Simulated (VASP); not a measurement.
# GaP (rocksalt type) (Fm-3m) in VASP: relaxation of cell and atoms with LDA

Aim: the relaxation of cell and atoms of GaP (rocksalt type) with LDA.

Everything below comes from runs of VASP 6.6.1. Logs are shortened: lines on timing, memory, paths and dates and some standing lists are left out, and cuts for length are marked.

**1. The cell of the first run**

Symmetry: Fm-3m, No. 225, cubic system. Conventional cell: a = 4.694 Å, b = 4.694 Å, c = 4.694 Å, α = 90.00°, β = 90.00°, γ = 90.00°. Within 3.1 Å of Ga (site symmetry m-3m) lie 6 P at 2.35 Å. P (site symmetry m-3m) has 6 Ga at 2.35 Å within 3.1 Å.

**2. Relaxation of cell and atoms, LDA**

Contents of INCAR:

```
SYSTEM = GaP
PREC = Accurate
ENCUT = 500
EDIFF = 1E-7
ISMEAR = -1
SIGMA = 0.1
LREAL = .False.
LASPH = .True.
NELM = 120
ALGO = Normal
ISIF = 3
LWAVE = .False.
LCHARG = .False.
IBRION = 2
NSW = 60
EDIFFG = -0.005
GGA_COMPAT = .False.
NELMIN = 4
```

Contents of KPOINTS:

```
Automatic mesh
0
Gamma
  14 14 14
  0 0 0
```

Contents of POSCAR:

```
GaP
1.0
    0.0000000000      2.3472160896      2.3472160896
    2.3472160896      0.0000000000      2.3472160896
    2.3472160896      2.3472160896      0.0000000000
Ga P
1 1
Direct
    0.0000000000      0.0000000000      0.0000000000
    0.5000000000      0.5000000000      0.5000000000
```

Potentials or basis: VASP PAW LDA potentials, release 64 (Ga_d, P).

Command:

```sh
$ cat potpaw_LDA.64/Ga_d/POTCAR potpaw_LDA.64/P/POTCAR > POTCAR
$ mpirun -np 1 vasp_std > vasp.out
```

OUTCAR:

```text
SYSTEM = GaP
   PREC = Accurate
   ENCUT = 500
   EDIFF = 1E-7
   ISMEAR = -1
   LREAL = .False.
   LASPH = .True.
   NELM = 120
   ISIF = 3
   IBRION = 2
   NSW = 60
   EDIFFG = -0.005
   NELMIN = 4

 ion  position               nearest neighbor table
   1  0.000  0.000  0.000-   2 2.35   2 2.35   2 2.35   2 2.35   2 2.35   2 2.35
   2  0.500  0.500  0.500-   1 2.35   1 2.35   1 2.35   1 2.35   1 2.35   1 2.35

  LATTYP: Found a face centered cubic cell.
 ALAT       =     4.6944321792

  Lattice vectors:

 A1 = (   0.0000000000,   2.3472160896,   2.3472160896)
 A2 = (   2.3472160896,   0.0000000000,   2.3472160896)
 A3 = (   2.3472160896,   2.3472160896,   0.0000000000)

Analysis of symmetry for initial positions (statically):
=====================================================================
 Subroutine PRICEL returns:
 Original cell was already a primitive cell.

 Routine SETGRP: Setting up the symmetry group for a
 face centered cubic supercell.

 Subroutine GETGRP returns: Found 48 space group operations
 (whereof 48 operations were pure point group operations)
 out of a pool of 48 trial point group operations.

The static configuration has the point symmetry O_h .

Analysis of symmetry for dynamics (positions and initial velocities):
=====================================================================
 Subroutine PRICEL returns:
 Original cell was already a primitive cell.

 Routine SETGRP: Setting up the symmetry group for a
 face centered cubic supercell.

 Subroutine GETGRP returns: Found 48 space group operations
 (whereof 48 operations were pure point group operations)
 out of a pool of 48 trial point group operations.

The dynamic configuration has the point symmetry O_h .

 Subroutine INISYM returns: Found 48 space group operations
 (whereof 48 operations are pure point group operations),
 and found     1 'primitive' translations

----------------------------------------------------------------------------------------

                                     Primitive cell

  volume of cell :      25.8636

  direct lattice vectors                    reciprocal lattice vectors
     0.000000000  2.347216090  2.347216090    -0.213018308  0.213018308  0.213018308
     2.347216090  0.000000000  2.347216090     0.213018308 -0.213018308  0.213018308
     2.347216090  2.347216090  0.000000000     0.213018308  0.213018308 -0.213018308

  length of vectors
     3.319464828  3.319464828  3.319464828     0.368958532  0.368958532  0.368958532

  position of ions in fractional coordinates (direct lattice)
     0.000000000  0.000000000  0.000000000
     0.500000000  0.500000000  0.500000000

  ion indices of the primitive-cell ions
   primitive index   ion index
                 1           1
                 2           2

----------------------------------------------------------------------------------------

 KPOINTS: Automatic mesh

Automatic generation of k-mesh.
 Grid dimensions read from file:
 generate k-points for:   14   14   14

 Generating k-lattice:

  Cartesian coordinates                     Fractional coordinates (reciprocal lattice)
    -0.015215593  0.015215593  0.015215593     0.071428571  0.000000000  0.000000000
     0.015215593 -0.015215593  0.015215593     0.000000000  0.071428571  0.000000000
     0.015215593  0.015215593 -0.015215593     0.000000000  0.000000000  0.071428571

  Length of vectors
     0.026354181  0.026354181  0.026354181

  Shift w.r.t. Gamma in fractional coordinates (k-lattice)
     0.000000000  0.000000000  0.000000000

 Subroutine IBZKPT returns following result:
 ===========================================

 Found    104 irreducible k-points:

 Following reciprocal coordinates:
            Coordinates               Weight
  0.000000  0.000000  0.000000      1.000000
  0.071429  0.000000  0.000000      8.000000
  0.142857  0.000000  0.000000      8.000000
  0.214286  0.000000  0.000000      8.000000
  0.285714  0.000000  0.000000      8.000000
  0.357143  0.000000  0.000000      8.000000
[... 16 lines left out ...]
  0.214286  0.142857  0.000000     24.000000
  0.285714  0.142857  0.000000     24.000000
 [... further k-points ...]
   k-points           NKPTS =    104   k-points in BZ     NKDIM =    104   number of bands    NBANDS=     13
   number of dos      NEDOS =    301   number of ions     NIONS =      2
   total plane-waves  NPLWV =  13824
   dimension x,y,z NGX =    24 NGY =   24 NGZ =   24
   dimension x,y,z NGXF=    48 NGYF=   48 NGZF=   48
   ions per type =               1   1
   NGX,Y,Z   is equivalent  to a cutoff of  12.02, 12.02, 12.02 a.u.
   NGXF,Y,Z  is equivalent  to a cutoff of  24.04, 24.04, 24.04 a.u.
 SYSTEM =  GaP
   PREC   = accura    normal or accurate (medium, high low for compatibility)
   ISTART =      0    job   : 0-new  1-cont  2-samecut
   ICHARG =      2    charge: 1-file 2-atom 10-const
   ISPIN  =      1    spin polarized calculation?
   LNONCOLLINEAR =      F non collinear calculations
   LSORBIT =      F    spin-orbit coupling
   LASPH  =      T    aspherical Exc in radial PAW
   ENCUT  =  500.0 eV  36.75 Ry    6.06 a.u.   6.05  6.05  6.05*2*pi/ulx,y,z
   NELM   =    120;   NELMIN=  4; NELMDL= -5     # of ELM steps
   EDIFF  = 0.1E-06   stopping-criterion for ELM
   LREAL  =      F    real-space projection
   EDIFFG = -.5E-02   stopping-criterion for IOM
   NSW    =     60    number of steps for IOM
   IBRION =      2    ionic relax: 0-MD 1-quasi-New 2-CG
   NFREE  =      1    steps in history (QN), initial steepest desc. (CG)
   ISIF   =      3    stress and relaxation
   ISYM   =      2    0-nonsym 1-usesym 2-fastsym
   POTIM  = 0.5000    time-step for ionic-motion
   TEBEG  =    0.0;   TEEND  =   0.0 temperature during run
   PSTRESS=    0.0 pullay stress
   NELECT =      18.0000    total number of electrons
   NUPDOWN=      -1.0000    fix difference up-down
   EMIN   =  10.00;   EMAX   =-10.00  energy-range for DOS
   EFERMI =   0.00;   METHOD = LEGACY
   ISMEAR =    -1;   SIGMA  =   0.10  broadening in eV -4-tet -1-fermi 0-gaus
   EFERMI_NEDOS =   21; number of points for ismear=-14 and -15
   IALGO  =     38    algorithm
   IMIX   =      4    mixing-type and parameters
     AMIX     =   0.40;   BMIX     =  1.00
     AMIX_MAG =   1.60;   BMIX_MAG =  1.00
  volume/ion in A,a.u.               =      12.93        87.27
  Fermi-wavevector in a.u.,A,eV,Ry     =   1.450783  2.741583 28.637170  2.104773
  Thomas-Fermi vector in A             =   2.568356
   LORBIT       =      0    0 simple, 1 ext, 2 COOP (PROOUT), +10 PAW based schemes
   GGA     = CA    functional components
   LHFCALC =     F    Hartree Fock is set to
   AEXX    =    0.0000 exact exchange contribution
   IVDW    =     0    specifies the selected vdW correction
   LEPSILON=     F    determine dielectric tensor
   LRPA    =     F    only Hartree local field effects (RPA)
 conjugate gradient relaxation of ions
 non-spin polarized calculation
  energy-cutoff  :      500.00
  volume of cell :       25.86
 maximum number of plane-waves:       670
   NGX = 13   NGY = 13   NGZ = 13

--------------------------------------- Ionic step        1  -------------------------------------------

 number of electron      18.0000015 magnetization

 Free energy of the ion-electron system (eV)
  ---------------------------------------------------
  ext. energy  EPLUGINS =         0.00000000
  ---------------------------------------------------
  free energy    TOTEN  =        -9.15385396 eV

  energy without entropy =       -9.12833254  energy(sigma->0) =       -9.14109325

 E-fermi :  10.0631     XC(G=0): -12.6011

 val. band max:       10.0403470623   @ k =   0.2143   0.1429   0.0714
 cond. band min:      10.0671146016   @ k =   0.3571   0.0000   0.0000
 fundamental gap:      0.0267675393
 Fermi energy:        10.0631487094

 k-point     1 :       0.0000    0.0000    0.0000
  band No.  band energies     occupation
      1      -5.9143      2.00000
      2      -5.3231      2.00000
      3      -5.3231      2.00000
      4      -5.2785      2.00000
      5      -5.2785      2.00000
      6      -5.2785      2.00000
      7       9.9782      1.40074
      8       9.9782      1.40074
      9       9.9782      1.40074
     10      14.7460      0.00000
     11      16.9302      0.00000
     12      16.9302      0.00000
     13      16.9302      0.00000

 k-point     2 :       0.0714    0.0000    0.0000
  band No.  band energies     occupation
      1      -5.8164      2.00000
      2      -5.3264      2.00000
      3      -5.3264      2.00000
      4      -5.2794      2.00000
      5      -5.2740      2.00000
      6      -5.2740      2.00000
      7       9.2444      1.99944
      8       9.9609      1.47108
      9       9.9609      1.47108
     10      15.1346      0.00000
     11      16.7902      0.00000
[... 448 lines left out ...]
 POSITION                                       TOTAL-FORCE (eV/Angst)
 -----------------------------------------------------------------------------------
      0.00000      0.00000      0.00000         0.000000     -0.000000      0.000000
      2.52858      2.52858      2.52858        -0.000000      0.000000     -0.000000
 -----------------------------------------------------------------------------------
    total drift:                                0.000000     -0.000000     -0.000000

  FREE ENERGIE OF THE ION-ELECTRON SYSTEM (eV)
  ---------------------------------------------------
  free  energy   TOTEN  =        -9.7700188614 eV

  energy  without entropy=       -9.7371527648  energy(sigma->0) =       -9.75358581

--------------------------------------- Ionic step        4  -------------------------------------------

 number of electron      17.9999991 magnetization

 Free energy of the ion-electron system (eV)
  ---------------------------------------------------
  ext. energy  EPLUGINS =         0.00000000
  ---------------------------------------------------
  free energy    TOTEN  =        -9.77014671 eV

  energy without entropy =       -9.73747292  energy(sigma->0) =       -9.75380982

 E-fermi :   7.0486     XC(G=0): -11.5121

 val. band max:        7.0284015879   @ k =   0.2857   0.0000   0.0000
 cond. band min:       7.0654311040   @ k =   0.3571   0.2857   0.0714
 fundamental gap:      0.0370295161
 Fermi energy:         7.0485744164

 k-point     1 :       0.0000    0.0000    0.0000
  band No.  band energies     occupation
      1      -7.8373      2.00000
      2      -7.8373      2.00000
      3      -7.8085      2.00000
      4      -7.8085      2.00000
      5      -7.8085      2.00000
      6      -6.7046      2.00000
      7       7.0184      1.14959
      8       7.0184      1.14959
      9       7.0184      1.14959
     10       8.9832      0.00000
     11      14.1068      0.00000
     12      14.1068      0.00000
     13      14.1068      0.00000

 k-point     2 :       0.0714    0.0000    0.0000
  band No.  band energies     occupation
      1      -7.8389      2.00000
      2      -7.8389      2.00000
      3      -7.8089      2.00000
      4      -7.8063      2.00000
      5      -7.8063      2.00000
      6      -6.6231      2.00000
      7       6.2070      1.99956
      8       7.0094      1.19355
      9       7.0094      1.19355
     10       9.5910      0.00000
     11      13.8583      0.00000
[... 376 lines left out ...]
 POSITION                                       TOTAL-FORCE (eV/Angst)
 -----------------------------------------------------------------------------------
      0.00000      0.00000      0.00000        -0.000000     -0.000000     -0.000000
      2.52496      2.52496      2.52496         0.000000      0.000000      0.000000
 -----------------------------------------------------------------------------------
    total drift:                                0.000000     -0.000000     -0.000000

  FREE ENERGIE OF THE ION-ELECTRON SYSTEM (eV)
  ---------------------------------------------------
  free  energy   TOTEN  =        -9.7701467141 eV

  energy  without entropy=       -9.7374729163  energy(sigma->0) =       -9.75380982

 reached required accuracy - stopping structural energy minimisation
```

Run time: 78 s. Hardware: 1 thread of AMD EPYC 9R45 (Zen 5), shared host; peak memory 0.13 GiB.

What came out:

* Free energy: -9.7701 eV
* Relaxed volume: 16.10 Å³/atom
* Relaxed cell: a = 3.571 Å, b = 3.571 Å, c = 3.571 Å, α = 60.00°, β = 60.00°, γ = 60.00°
* Space group after relaxing (to 0.05 Å): Fm-3m (No. 225)
* Energy gained by relaxing: 308.1 meV/atom
* Ionic steps: 4
* Pressure after relaxing: 0.0 GPa
* Band gap on the k mesh: zero (band 9 reaches 7.60 eV, above the bottom of band 10 at 4.15 eV)

Step by step:
| step | energy change (eV) | largest force (eV/Å) | pressure (GPa) | volume (Å³) |
| --- | --- | --- | --- | --- |
| 1 | 0.0000 | 0.0000 | 37.89 | 25.86 |
| 2 | -0.2831 | 0.0000 | -12.90 | 39.08 |
| 3 | -0.6162 | 0.0000 | -0.38 | 32.33 |
| 4 | -0.6163 | 0.0000 | 0.04 | 32.20 |

Final structure:
```xyz
2
Lattice="0.0000 2.5250 2.5250 2.5250 0.0000 2.5250 2.5250 2.5250 0.0000" Properties=species:S:1:pos:R:3 pbc="T T T"
Ga    0.0000    0.0000    0.0000
P     2.5250    2.5250    2.5250
```

Caveat: the volume moved by over 15 % at a fixed basis, so the end points are rough.
